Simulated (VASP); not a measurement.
# GaO4 (P4/mmm) in VASP: single point with PBE

Aim: the single point of GaO4 with PBE.

Everything below comes from runs of VASP 6.6.1. Logs are shortened: lines on timing, memory, paths and dates and some standing lists are left out, and cuts for length are marked.

### 1 The cell of the first run

Symmetry: P4/mmm, No. 123, tetragonal system. The conventional cell has a = 3.737 Å, b = 3.737 Å, c = 6.374 Å, α = 90.00°, β = 90.00°, γ = 90.00°. Within 2.3 Å of Ga (site symmetry 4/mmm) lie 2 O at 1.70 Å. Within 3.2 Å of O (site symmetry mmm) lie 8 O at 2.39 to 2.64 Å. Within 2.4 Å of O (site symmetry 4mm) lie 1 Ga at 1.70 Å and 4 O at 2.39 Å.

The cell was generated, and may not be a known phase.

### 2 Single point, PBE, collinear spin, ferromagnetic start

INCAR

```
SYSTEM = GaO4
PREC = Accurate
ENCUT = 520
EDIFF = 1E-6
ISMEAR = 0
SIGMA = 0.1
LREAL = .FALSE.
LASPH = .TRUE.
NELM = 150
ALGO = Normal
ISIF = 2
LWAVE = .FALSE.
LCHARG = .TRUE.
ISPIN = 2
MAGMOM = 0 1.88 1.88 0.45 0.45
LORBIT = 11
GGA = PE
LELF = .TRUE.
LVHAR = .TRUE.
NBANDS = 30
```

KPOINTS

```
Automatic mesh
0
G
  10 10 6
  0 0 0
```

POSCAR

```
GaO4
1.0
    3.7370745169      0.0000000000      0.0000000000
    0.0000000000      3.7370745169      0.0000000000
    0.0000000000      0.0000000000      6.3744023470
Ga O
1 4
Direct
    0.5000000000      0.5000000000      0.0000000000
    0.0000000000      0.5000000000      0.5000000000
    0.5000000000      0.0000000000      0.5000000000
    0.5000000000      0.5000000000      0.2670896393
    0.5000000000      0.5000000000      0.7329103607
```

Potentials or basis: VASP PAW PBE potentials, release 64 (Ga_d, O).

Run with:

```bash
cat potpaw_PBE.64/Ga_d/POTCAR potpaw_PBE.64/O/POTCAR > POTCAR
mpirun -np 1 vasp_std > vasp.out
```

OUTCAR:

```text
SYSTEM = GaO4
   PREC = Accurate
   ENCUT = 520
   EDIFF = 1E-6
   ISMEAR = 0
   LREAL = .FALSE.
   LASPH = .TRUE.
   NELM = 150
   ISIF = 2
   ISPIN = 2
   LORBIT = 11
   GGA = PE

 ion  position               nearest neighbor table
   1  0.500  0.500  0.000-   5 1.70   4 1.70
   2  0.000  0.500  0.500-
   3  0.500  0.000  0.500-
   4  0.500  0.500  0.267-   1 1.70
   5  0.500  0.500  0.733-   1 1.70

  LATTYP: Found a simple tetragonal cell.
 ALAT       =     3.7370745169
 C/A-ratio  =     1.7057198935

  Lattice vectors:

 A1 = (   3.7370745169,   0.0000000000,   0.0000000000)
 A2 = (   0.0000000000,   3.7370745169,   0.0000000000)
 A3 = (   0.0000000000,   0.0000000000,   6.3744023470)

Analysis of symmetry for initial positions (statically):
=====================================================================
 Subroutine PRICEL returns:
 Original cell was already a primitive cell.

 Routine SETGRP: Setting up the symmetry group for a
 simple tetragonal supercell.

 Subroutine GETGRP returns: Found 16 space group operations
 (whereof 16 operations were pure point group operations)
 out of a pool of 16 trial point group operations.

The static configuration has the point symmetry D_4h.

Analysis of symmetry for dynamics (positions and initial velocities):
=====================================================================
 Subroutine PRICEL returns:
 Original cell was already a primitive cell.

 Routine SETGRP: Setting up the symmetry group for a
 simple tetragonal supercell.

 Subroutine GETGRP returns: Found 16 space group operations
 (whereof 16 operations were pure point group operations)
 out of a pool of 16 trial point group operations.

The dynamic configuration has the point symmetry D_4h.

Analysis of structural, dynamic, and magnetic symmetry:
=====================================================================
 Subroutine PRICEL returns:
 Original cell was already a primitive cell.

 Routine SETGRP: Setting up the symmetry group for a
 simple tetragonal supercell.

 Subroutine GETGRP returns: Found 16 space group operations
 (whereof 16 operations were pure point group operations)
 out of a pool of 16 trial point group operations.

The overall configuration has the point symmetry D_4h.

 Subroutine INISYM returns: Found 16 space group operations
 (whereof 16 operations are pure point group operations),
 and found     1 'primitive' translations

----------------------------------------------------------------------------------------

                                     Primitive cell

  volume of cell :      89.0232

  direct lattice vectors                    reciprocal lattice vectors
     3.737074517  0.000000000  0.000000000     0.267588991  0.000000000  0.000000000
     0.000000000  3.737074517  0.000000000     0.000000000  0.267588991  0.000000000
     0.000000000  0.000000000  6.374402347     0.000000000  0.000000000  0.156877452

  length of vectors
     3.737074517  3.737074517  6.374402347     0.267588991  0.267588991  0.156877452

  position of ions in fractional coordinates (direct lattice)
     0.500000000  0.500000000  0.000000000
     0.000000000  0.500000000  0.500000000
     0.500000000  0.000000000  0.500000000
     0.500000000  0.500000000  0.267089639
     0.500000000  0.500000000  0.732910361

  ion indices of the primitive-cell ions
   primitive index   ion index
                 1           1
                 2           2
                 3           3
                 4           4
                 5           5

----------------------------------------------------------------------------------------

 KPOINTS: Automatic mesh

Automatic generation of k-mesh.
 Grid dimensions read from file:
 generate k-points for:   10   10    6

 Generating k-lattice:

  Cartesian coordinates                     Fractional coordinates (reciprocal lattice)
     0.026758899  0.000000000  0.000000000     0.100000000  0.000000000  0.000000000
     0.000000000  0.026758899  0.000000000     0.000000000  0.100000000  0.000000000
     0.000000000  0.000000000  0.026146242     0.000000000  0.000000000  0.166666667

  Length of vectors
     0.026758899  0.026758899  0.026146242

  Shift w.r.t. Gamma in fractional coordinates (k-lattice)
     0.000000000  0.000000000  0.000000000

 Subroutine IBZKPT returns following result:
 ===========================================

 Found     84 irreducible k-points:

 Following reciprocal coordinates:
            Coordinates               Weight
  0.000000  0.000000  0.000000      1.000000
  0.100000  0.000000  0.000000      4.000000
  0.200000  0.000000  0.000000      4.000000
  0.300000  0.000000  0.000000      4.000000
  0.400000  0.000000  0.000000      4.000000
  0.500000  0.000000  0.000000      2.000000
[... 16 lines left out ...]
  0.100000  0.000000  0.166667      8.000000
  0.200000  0.000000  0.166667      8.000000
 [... further k-points ...]
   k-points           NKPTS =     84   k-points in BZ     NKDIM =     84   number of bands    NBANDS=     30
   number of dos      NEDOS =    301   number of ions     NIONS =      5
   total plane-waves  NPLWV =  37632
   dimension x,y,z NGX =    28 NGY =   28 NGZ =   48
   dimension x,y,z NGXF=    56 NGYF=   56 NGZF=   96
   ions per type =               1   4
   NGX,Y,Z   is equivalent  to a cutoff of  12.46, 12.46, 12.52 a.u.
   NGXF,Y,Z  is equivalent  to a cutoff of  24.91, 24.91, 25.04 a.u.
 SYSTEM =  GaO4
   PREC   = accura    normal or accurate (medium, high low for compatibility)
   ISTART =      0    job   : 0-new  1-cont  2-samecut
   ICHARG =      2    charge: 1-file 2-atom 10-const
   ISPIN  =      2    spin polarized calculation?
   LNONCOLLINEAR =      F non collinear calculations
   LSORBIT =      F    spin-orbit coupling
   LASPH  =      T    aspherical Exc in radial PAW
   ENCUT  =  520.0 eV  38.22 Ry    6.18 a.u.   6.95  6.95 11.85*2*pi/ulx,y,z
   NELM   =    150;   NELMIN=  2; NELMDL= -5     # of ELM steps
   EDIFF  = 0.1E-05   stopping-criterion for ELM
   LREAL  =      F    real-space projection
   EDIFFG = 0.1E-04   stopping-criterion for IOM
   NSW    =      0    number of steps for IOM
   IBRION =     -1    ionic relax: 0-MD 1-quasi-New 2-CG
   NFREE  =      0    steps in history (QN), initial steepest desc. (CG)
   ISIF   =      2    stress and relaxation
   ISYM   =      2    0-nonsym 1-usesym 2-fastsym
   POTIM  = 0.5000    time-step for ionic-motion
   TEBEG  =    0.0;   TEEND  =   0.0 temperature during run
   PSTRESS=    0.0 pullay stress
   NELECT =      37.0000    total number of electrons
   NUPDOWN=      -1.0000    fix difference up-down
   EMIN   =  10.00;   EMAX   =-10.00  energy-range for DOS
   EFERMI =   0.00;   METHOD = LEGACY
   ISMEAR =     0;   SIGMA  =   0.10  broadening in eV -4-tet -1-fermi 0-gaus
   EFERMI_NEDOS =   21; number of points for ismear=-14 and -15
   IALGO  =     38    algorithm
   IMIX   =      4    mixing-type and parameters
     AMIX     =   0.40;   BMIX     =  1.00
     AMIX_MAG =   1.60;   BMIX_MAG =  1.00
  volume/ion in A,a.u.               =      17.80       120.15
  Fermi-wavevector in a.u.,A,eV,Ry     =   1.221728  2.308731 20.308308  1.492618
  Thomas-Fermi vector in A             =   2.356900
   LORBIT       =     11    0 simple, 1 ext, 2 COOP (PROOUT), +10 PAW based schemes
   GGA     = PE    functional components
   LHFCALC =     F    Hartree Fock is set to
   AEXX    =    0.0000 exact exchange contribution
   IVDW    =     0    specifies the selected vdW correction
   LEPSILON=     F    determine dielectric tensor
   LRPA    =     F    only Hartree local field effects (RPA)
 spin polarized calculation
 Gauss-broadening in eV      SIGMA  =   0.10
  energy-cutoff  :      520.00
  volume of cell :       89.02
 maximum number of plane-waves:      2416
 NGX is ok and might be reduce to    28
   NGX = 13   NGY = 13   NGZ = 23

 number of electron      36.9999975 magnetization       4.9999647

 Free energy of the ion-electron system (eV)
  ---------------------------------------------------
  ext. energy  EPLUGINS =         0.00000000
  ---------------------------------------------------
  free energy    TOTEN  =       -17.84410862 eV

  energy without entropy =      -17.83610103  energy(sigma->0) =      -17.84010483

 E-fermi :  -1.0651     XC(G=0):  -8.1326

 val. band max:       -1.0688474976   @ k =   0.1000   0.1000   0.1667
 cond. band min:      -1.0635484941   @ k =   0.5000   0.2000   0.0000
 fundamental gap:      0.0052990035
 Fermi energy:        -1.0651241028

 spin component 1

 k-point     1 :       0.0000    0.0000    0.0000
  band No.  band energies     occupation
      1     -20.5114      1.00000
      2     -19.0838      1.00000
      3     -18.8930      1.00000
      4     -18.4413      1.00000
      5     -15.5939      1.00000
      6     -15.5594      1.00000
[... 781 lines left out ...]
     29      12.7777      0.00000
     30      13.8744      0.00000

 [... further k-points ...]

 spin component 2

 k-point     1 :       0.0000    0.0000    0.0000
  band No.  band energies     occupation
      1     -19.3169      1.00000
      2     -17.7309      1.00000
      3     -16.4855      1.00000
      4     -15.5867      1.00000
      5     -15.5513      1.00000
      6     -15.3953      1.00000
[... 781 lines left out ...]
     29      13.1648      0.00000
     30      13.9719      0.00000

 [... further k-points ...]
[... 5 lines left out ...]
  --------------------------------------------------------------------------------------
  -------------------------------------------------------------------------------------
  Total       -0.0956278     -0.0956278      0.0632245      0.0000000      0.0000000      0.0000000
  in kB       -1.7210427     -1.7210427      1.1378714      0.0000000      0.0000000      0.0000000
  external PRESSURE =      -0.7680713 kB  Pullay stress =       0.0000000 kB

 VOLUME and BASIS-vectors are now :
 -----------------------------------------------------------------------------
  energy-cutoff  :      520.00
  volume of cell :       89.02
      direct lattice vectors                 reciprocal lattice vectors
     3.737074517  0.000000000  0.000000000     0.267588991  0.000000000  0.000000000
     0.000000000  3.737074517  0.000000000     0.000000000  0.267588991  0.000000000
     0.000000000  0.000000000  6.374402347     0.000000000  0.000000000  0.156877452

 POSITION                                       TOTAL-FORCE (eV/Angst)
 -----------------------------------------------------------------------------------
      1.86854      1.86854      0.00000         0.000000      0.000000     -0.000000
      0.00000      1.86854      3.18720         0.000000      0.000000     -0.000000
      1.86854      0.00000      3.18720         0.000000      0.000000     -0.000000
      1.86854      1.86854      1.70254         0.000000     -0.000000      0.050118
      1.86854      1.86854      4.67187        -0.000000     -0.000000     -0.050118
 -----------------------------------------------------------------------------------
    total drift:                                0.000000      0.000000     -0.000000

  FREE ENERGIE OF THE ION-ELECTRON SYSTEM (eV)
  ---------------------------------------------------
  free  energy   TOTEN  =       -17.8441086229 eV

  energy  without entropy=      -17.8361010348  energy(sigma->0) =      -17.84010483

 total charge

# of ion       s       p       d       tot
------------------------------------------
    1        0.937   0.834  10.118  11.889
    2        1.642   2.877   0.000   4.518
    3        1.642   2.877   0.000   4.518
    4        1.604   3.245   0.000   4.849
    5        1.604   3.245   0.000   4.849
--------------------------------------------------
tot          7.429  13.077  10.118  30.625

 magnetization (x)

# of ion       s       p       d       tot
------------------------------------------
    1        0.001   0.026   0.021   0.049
    2        0.017   1.689   0.000   1.706
    3        0.017   1.689   0.000   1.706
    4        0.020   0.378   0.000   0.398
    5        0.020   0.378   0.000   0.398
--------------------------------------------------
tot          0.076   4.160   0.021   4.258
```

It took 4.5 min on 1 thread of AMD EPYC 9R45 (Zen 5), shared host; peak memory 0.4 GiB.

Results:

| Item | Value |
| --- | --- |
| Free energy | -17.8441 eV |
| Pressure | -0.1 GPa |
| Largest force | 0.050 eV/Å |
| Band gap on the k mesh | zero (filled and empty bands overlap) |
| Net moment | 5.00 μB per cell |
| Site moments | Ga +0.05; O +1.71, +0.40 (each value once) μB |
| Valence electrons inside the program's atomic spheres | Ga 11.89; O 4.52, 4.85 (each value once) |

Forces on the atoms (eV/Å):
```
Ga   0.000  0.000  0.000
O    0.000  0.000  0.000
O    0.000  0.000  0.000
O    0.000  0.000  0.050
O    0.000  0.000 -0.050
```

Stress tensor (GPa, compression positive):
```
-0.17  0.00  0.00
 0.00 -0.17  0.00
 0.00  0.00  0.11
```

Levels at points of the mesh, in eV from the Fermi level:
Spin up:
```tsv
k point	band 18	band 19	band 20	band 21	band 22	band 23	band 24	band 25
(0.00, 0.00, 0.00)	-1.45	-1.45	-1.27	-1.27	1.55	6.99	6.99	8.14
(0.50, 0.00, 0.00)	-2.21	-1.40	-1.22	-0.79	2.80	3.09	7.74	10.25
(0.50, 0.50, 0.00)	-2.24	-1.73	-0.75	-0.75	3.78	3.78	4.70	6.56
(0.00, 0.00, 0.50)	-2.06	-2.06	-0.73	-0.73	2.09	6.95	6.95	7.23
(0.50, 0.00, 0.50)	-1.72	-1.67	-1.59	-0.70	2.86	3.29	7.71	9.83
(0.50, 0.50, 0.50)	-1.68	-1.52	-1.52	-1.50	3.83	3.83	4.73	6.42
```
Spin down:
```
           k point  band 14  band 15  band 16  band 17  band 18  band 19
(0.00, 0.00, 0.00)    -0.66    -0.66     0.07     0.07     0.31     0.59
(0.50, 0.00, 0.00)    -1.97    -0.60    -0.17    -0.01     0.44     0.52
(0.50, 0.50, 0.00)    -1.96    -1.96    -1.82    -0.14     1.44     1.59
(0.00, 0.00, 0.50)    -1.33    -1.33    -0.50     0.35     0.35     0.58
(0.50, 0.00, 0.50)    -1.24    -1.23    -0.01     0.03     0.19     0.88
(0.50, 0.50, 0.50)    -1.82    -0.87    -0.87     0.84     1.05     1.05
```
